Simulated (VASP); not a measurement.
# NaAuI2 (P4/mmm) in VASP: single point with PBE

Aim: the single point of NaAuI2 with PBE.

Everything below comes from runs of VASP 6.6.1. Logs are shortened: lines on timing, memory, paths and dates and some standing lists are left out, and cuts for length are marked.

### Step 1. The cell of the first run

The structure is tetragonal, space group P4/mmm (No. 123). Conventional cell: a = 5.544 Å, b = 5.544 Å, c = 3.691 Å, α = 90.00°, β = 90.00°, γ = 90.00°. Within 4.4 Å of Na (site symmetry 4/mmm) lie 8 I at 3.33 Å and 2 Na at 3.69 Å and 8 Au at 4.33 Å. Within 3.7 Å of Au (site symmetry 4/mmm) lie 4 I at 2.77 Å and 2 Au at 3.69 Å. Within 3.7 Å of I (site symmetry mmm) lie 2 Au at 2.77 Å and 4 Na at 3.33 Å and 2 I at 3.69 Å.

### Step 2. Single point, PBE

The input, INCAR:

```
SYSTEM = NaAuI2
PREC = Accurate
ENCUT = 520
EDIFF = 1E-6
ISMEAR = 0
SIGMA = 0.1
LREAL = .False.
LASPH = .True.
NELM = 100
ALGO = Normal
ISIF = 2
LWAVE = .False.
LCHARG = .False.
GGA = PE
NBANDS = 24
```

The input, KPOINTS:

```
Automatic mesh
0
Gamma
  4 4 6
  0 0 0
```

The input, POSCAR:

```
NaAuI2
1.0
    5.5440000000      0.0000000000      0.0000000000
    0.0000000000      5.5440000000      0.0000000000
    0.0000000000      0.0000000000      3.6914176100
Na Au I
1 1 2
Direct
    0.5000000000      0.5000000000      0.5000000000
    0.0000000000      0.0000000000      0.0000000000
    0.5000000000      0.0000000000      0.0000000000
    0.0000000000      0.5000000000      0.0000000000
```

Potentials or basis: VASP PAW PBE potentials, release 64 (Na_pv, Au, I).

On the command line:

```
$ cat potpaw_PBE.64/Na_pv/POTCAR potpaw_PBE.64/Au/POTCAR potpaw_PBE.64/I/POTCAR > POTCAR
$ mpirun -np 1 vasp_std > vasp.out
```

OUTCAR:

```text
SYSTEM = NaAuI2
   PREC = Accurate
   ENCUT = 520
   EDIFF = 1E-6
   ISMEAR = 0
   LREAL = .False.
   LASPH = .True.
   NELM = 100
   ISIF = 2
   GGA = PE

 ion  position               nearest neighbor table
   1  0.500  0.500  0.500-
   2  0.000  0.000  0.000-   3 2.77   4 2.77   4 2.77   3 2.77
   3  0.500  0.000  0.000-   2 2.77   2 2.77
   4  0.000  0.500  0.000-   2 2.77   2 2.77

  LATTYP: Found a simple tetragonal cell.
 ALAT       =     5.5440000000
 C/A-ratio  =     0.6658401172

  Lattice vectors:

 A1 = (   5.5440000000,   0.0000000000,   0.0000000000)
 A2 = (   0.0000000000,   5.5440000000,   0.0000000000)
 A3 = (   0.0000000000,   0.0000000000,   3.6914176100)

Analysis of symmetry for initial positions (statically):
=====================================================================
 Subroutine PRICEL returns:
 Original cell was already a primitive cell.

 Routine SETGRP: Setting up the symmetry group for a
 simple tetragonal supercell.

 Subroutine GETGRP returns: Found 16 space group operations
 (whereof 16 operations were pure point group operations)
 out of a pool of 16 trial point group operations.

The static configuration has the point symmetry D_4h.

Analysis of symmetry for dynamics (positions and initial velocities):
=====================================================================
 Subroutine PRICEL returns:
 Original cell was already a primitive cell.

 Routine SETGRP: Setting up the symmetry group for a
 simple tetragonal supercell.

 Subroutine GETGRP returns: Found 16 space group operations
 (whereof 16 operations were pure point group operations)
 out of a pool of 16 trial point group operations.

The dynamic configuration has the point symmetry D_4h.

 Subroutine INISYM returns: Found 16 space group operations
 (whereof 16 operations are pure point group operations),
 and found     1 'primitive' translations

----------------------------------------------------------------------------------------

                                     Primitive cell

  volume of cell :     113.4592

  direct lattice vectors                    reciprocal lattice vectors
     5.544000000  0.000000000  0.000000000     0.180375180  0.000000000  0.000000000
     0.000000000  5.544000000  0.000000000     0.000000000  0.180375180  0.000000000
     0.000000000  0.000000000  3.691417610     0.000000000  0.000000000  0.270898637

  length of vectors
     5.544000000  5.544000000  3.691417610     0.180375180  0.180375180  0.270898637

  position of ions in fractional coordinates (direct lattice)
     0.500000000  0.500000000  0.500000000
     0.000000000  0.000000000  0.000000000
     0.500000000  0.000000000  0.000000000
     0.000000000  0.500000000  0.000000000

  ion indices of the primitive-cell ions
   primitive index   ion index
                 1           1
                 2           2
                 3           3
                 4           4

----------------------------------------------------------------------------------------

 KPOINTS: Automatic mesh

Automatic generation of k-mesh.
 Grid dimensions read from file:
 generate k-points for:    4    4    6

 Generating k-lattice:

  Cartesian coordinates                     Fractional coordinates (reciprocal lattice)
     0.045093795  0.000000000  0.000000000     0.250000000  0.000000000  0.000000000
     0.000000000  0.045093795  0.000000000     0.000000000  0.250000000  0.000000000
     0.000000000  0.000000000  0.045149773     0.000000000  0.000000000  0.166666667

  Length of vectors
     0.045093795  0.045093795  0.045149773

  Shift w.r.t. Gamma in fractional coordinates (k-lattice)
     0.000000000  0.000000000  0.000000000

 Subroutine IBZKPT returns following result:
 ===========================================

 Found     24 irreducible k-points:

 Following reciprocal coordinates:
            Coordinates               Weight
  0.000000  0.000000  0.000000      1.000000
  0.250000  0.000000  0.000000      4.000000
  0.500000  0.000000  0.000000      2.000000
  0.250000  0.250000  0.000000      4.000000
  0.500000  0.250000  0.000000      4.000000
  0.500000  0.500000  0.000000      1.000000
[... 16 lines left out ...]
  0.500000  0.250000  0.500000      4.000000
  0.500000  0.500000  0.500000      1.000000
   k-points           NKPTS =     24   k-points in BZ     NKDIM =     24   number of bands    NBANDS=     24
   number of dos      NEDOS =    301   number of ions     NIONS =      4
   total plane-waves  NPLWV =  49392
   dimension x,y,z NGX =    42 NGY =   42 NGZ =   28
   dimension x,y,z NGXF=    84 NGYF=   84 NGZF=   56
   ions per type =               1   1   2
   NGX,Y,Z   is equivalent  to a cutoff of  12.59, 12.59, 12.61 a.u.
   NGXF,Y,Z  is equivalent  to a cutoff of  25.19, 25.19, 25.22 a.u.
 SYSTEM =  NaAuI2
   PREC   = accura    normal or accurate (medium, high low for compatibility)
   ISTART =      0    job   : 0-new  1-cont  2-samecut
   ICHARG =      2    charge: 1-file 2-atom 10-const
   ISPIN  =      1    spin polarized calculation?
   LNONCOLLINEAR =      F non collinear calculations
   LSORBIT =      F    spin-orbit coupling
   LASPH  =      T    aspherical Exc in radial PAW
   ENCUT  =  520.0 eV  38.22 Ry    6.18 a.u.  10.31 10.31  6.86*2*pi/ulx,y,z
   NELM   =    100;   NELMIN=  2; NELMDL= -5     # of ELM steps
   EDIFF  = 0.1E-05   stopping-criterion for ELM
   LREAL  =      F    real-space projection
   EDIFFG = 0.1E-04   stopping-criterion for IOM
   NSW    =      0    number of steps for IOM
   IBRION =     -1    ionic relax: 0-MD 1-quasi-New 2-CG
   NFREE  =      0    steps in history (QN), initial steepest desc. (CG)
   ISIF   =      2    stress and relaxation
   ISYM   =      2    0-nonsym 1-usesym 2-fastsym
   POTIM  = 0.5000    time-step for ionic-motion
   TEBEG  =    0.0;   TEEND  =   0.0 temperature during run
   PSTRESS=    0.0 pullay stress
   NELECT =      32.0000    total number of electrons
   NUPDOWN=      -1.0000    fix difference up-down
   EMIN   =  10.00;   EMAX   =-10.00  energy-range for DOS
   EFERMI =   0.00;   METHOD = LEGACY
   ISMEAR =     0;   SIGMA  =   0.10  broadening in eV -4-tet -1-fermi 0-gaus
   EFERMI_NEDOS =   21; number of points for ismear=-14 and -15
   IALGO  =     38    algorithm
   IMIX   =      4    mixing-type and parameters
     AMIX     =   0.40;   BMIX     =  1.00
     AMIX_MAG =   1.60;   BMIX_MAG =  1.00
  volume/ion in A,a.u.               =      28.36       191.42
  Fermi-wavevector in a.u.,A,eV,Ry     =   1.073606  2.028821 15.682482  1.152630
  Thomas-Fermi vector in A             =   2.209410
   LORBIT       =      0    0 simple, 1 ext, 2 COOP (PROOUT), +10 PAW based schemes
   GGA     = PE    functional components
   LHFCALC =     F    Hartree Fock is set to
   AEXX    =    0.0000 exact exchange contribution
   IVDW    =     0    specifies the selected vdW correction
   LEPSILON=     F    determine dielectric tensor
   LRPA    =     F    only Hartree local field effects (RPA)
 non-spin polarized calculation
 Gauss-broadening in eV      SIGMA  =   0.10
  energy-cutoff  :      520.00
  volume of cell :      113.46
 maximum number of plane-waves:      3074
 NGX is ok and might be reduce to    42
   NGX = 21   NGY = 21   NGZ = 13

 number of electron      32.0000002 magnetization

 Free energy of the ion-electron system (eV)
  ---------------------------------------------------
  ext. energy  EPLUGINS =         0.00000000
  ---------------------------------------------------
  free energy    TOTEN  =        -9.19305372 eV

  energy without entropy =       -9.19282154  energy(sigma->0) =       -9.19293763

 E-fermi :   5.1312     XC(G=0):  -9.0744

 val. band max:        4.9831178526   @ k =   0.0000   0.0000   0.5000
 cond. band min:       5.3041900363   @ k =   0.2500   0.0000   0.0000
 fundamental gap:      0.3210721837
 Fermi energy:         5.1311884531

 k-point     1 :       0.0000    0.0000    0.0000
  band No.  band energies     occupation
      1     -19.5953      2.00000
      2     -19.5820      2.00000
      3     -19.5820      2.00000
      4      -8.8690      2.00000
      5      -8.0664      2.00000
      6       0.2692      2.00000
[... 16 lines left out ...]
     23      13.4730      0.00000
     24      14.4509      0.00000

 k-point     2 :       0.2500    0.0000    0.0000
  band No.  band energies     occupation
      1     -19.5952      2.00000
      2     -19.5823      2.00000
      3     -19.5820      2.00000
      4      -8.7240      2.00000
      5      -8.1358      2.00000
      6      -0.7240      2.00000
[... 16 lines left out ...]
     23      13.3390      0.00000
     24      13.5940      0.00000

 k-point     3 :       0.5000    0.0000    0.0000
  band No.  band energies     occupation
      1     -19.5952      2.00000
      2     -19.5827      2.00000
      3     -19.5819      2.00000
      4      -8.4781      2.00000
      5      -8.3039      2.00000
      6      -1.3585      2.00000
[... 16 lines left out ...]
     23      12.2899      0.00000
     24      12.7404      0.00000

 k-point     4 :       0.2500    0.2500    0.0000
  band No.  band energies     occupation
      1     -19.5952      2.00000
      2     -19.5823      2.00000
      3     -19.5823      2.00000
      4      -8.5938      2.00000
      5      -8.1692      2.00000
      6      -1.0271      2.00000
[... 16 lines left out ...]
     23      12.8659      0.00000
     24      12.8850      0.00000

 k-point     5 :       0.5000    0.2500    0.0000
  band No.  band energies     occupation
      1     -19.5952      2.00000
      2     -19.5827      2.00000
      3     -19.5823      2.00000
      4      -8.3763      2.00000
      5      -8.2850      2.00000
      6      -1.6045      2.00000
[... 451 lines left out ...]
 k-point    22 :       0.2500    0.2500    0.5000
  band No.  band energies     occupation
      1     -19.6171      2.00000
      2     -19.5794      2.00000
      3     -19.5794      2.00000
      4      -8.0684      2.00000
      5      -7.6774      2.00000
      6      -0.5334      2.00000
[... 16 lines left out ...]
     23      12.6564      0.00000
     24      12.7940      0.00000

 k-point    23 :       0.5000    0.2500    0.5000
  band No.  band energies     occupation
      1     -19.6170      2.00000
      2     -19.5796      2.00000
      3     -19.5794      2.00000
      4      -7.8761      2.00000
      5      -7.7667      2.00000
      6      -1.1919      2.00000
[... 16 lines left out ...]
     23      11.6357      0.00000
     24      11.8369      0.00000

 k-point    24 :       0.5000    0.5000    0.5000
  band No.  band energies     occupation
      1     -19.6169      2.00000
      2     -19.5796      2.00000
      3     -19.5796      2.00000
      4      -7.7582      2.00000
      5      -7.7582      2.00000
      6      -1.5729      2.00000
[... 16 lines left out ...]
     23      12.2073      0.00000
     24      12.6677      0.00000

------------------------ aborting loop because EDIFF is reached ----------------------------------------

  FORCE on cell =-STRESS in cart. coord.  units (eV):
  Direction    XX          YY          ZZ          XY          YZ          ZX
  --------------------------------------------------------------------------------------
  -------------------------------------------------------------------------------------
  Total        3.6990736      3.6990736      5.0011118      0.0000000     -0.0000000      0.0000000
  in kB       52.2352809     52.2352809     70.6215955      0.0000000     -0.0000000      0.0000000
  external PRESSURE =      58.3640524 kB  Pullay stress =       0.0000000 kB

 VOLUME and BASIS-vectors are now :
 -----------------------------------------------------------------------------
  energy-cutoff  :      520.00
  volume of cell :      113.46
      direct lattice vectors                 reciprocal lattice vectors
     5.544000000  0.000000000  0.000000000     0.180375180  0.000000000  0.000000000
     0.000000000  5.544000000  0.000000000     0.000000000  0.180375180  0.000000000
     0.000000000  0.000000000  3.691417610     0.000000000  0.000000000  0.270898637

 POSITION                                       TOTAL-FORCE (eV/Angst)
 -----------------------------------------------------------------------------------
      2.77200      2.77200      1.84571         0.000000      0.000000      0.000000
      0.00000      0.00000      0.00000         0.000000      0.000000      0.000000
      2.77200      0.00000      0.00000         0.000000      0.000000      0.000000
      0.00000      2.77200      0.00000         0.000000      0.000000      0.000000
 -----------------------------------------------------------------------------------
    total drift:                                0.000000      0.000000     -0.000000

  FREE ENERGIE OF THE ION-ELECTRON SYSTEM (eV)
  ---------------------------------------------------
  free  energy   TOTEN  =        -9.1930537182 eV

  energy  without entropy=       -9.1928215386  energy(sigma->0) =       -9.19293763
```

It took 73 s on 1 thread of Intel Xeon 8259CL, shared host; peak memory 0.25 GiB.

What came out:

* Free energy: -9.1931 eV
* Pressure: 5.8 GPa
* Band gap on the k mesh: zero (bands 16 and 17 overlap by 2.92 eV)

Caveat: the cell stands under pressure; spin-orbit coupling is left out, which moves the levels of the heavy elements.
